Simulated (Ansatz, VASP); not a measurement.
## One calculation of BiTe, two programs

```
CELL_PARAMETERS angstrom
5.34130 0.00000 0.00000
-2.67065 4.62570 0.00000
0.00000 0.00000 6.87378
ATOMIC_POSITIONS crystal
Bi 0.33333 0.66667 0.25000
Bi 0.66667 0.33333 0.75000
Te 0.33333 0.66667 0.75000
Te 0.66667 0.33333 0.25000
```

Alike in both runs: functional PBE; k mesh 6 × 6 × 2; occupations gaussian, width 0.1 eV; no spin polarisation.

Ansatz relaxed the structure, and its values are those at the end. VASP's run is a single point on that final structure, the one shown.

|  | VASP | Ansatz |
| --- | --- | --- |
| version | VASP 6.6.1 | Ansatz 0.2.0 |
| potentials or method | VASP PAW PBE potentials, release 64 (Bi_d, Te), cutoff 520 eV | scalar-relativistic, plane waves, PAW |
| valence electrons in the cell | 42 | 62 |

```csv
,VASP,Ansatz,Ansatz less VASP
gap on the k mesh at the Fermi level (eV),none,none,-
pressure (GPa),0.0,0.1,+0.05
```

A gap of «none» marks a metal or a gap that the smearing closes. The functional is the same, so the differences come from potentials, cutoffs and numerics. VASP's potentials hold 42 valence electrons a cell and Ansatz's 62, so a difference there can come from the potentials and not from the codes.

The k mesh is coarse, so the values compare programs but aren't converged. Neither program's run includes spin-orbit coupling.
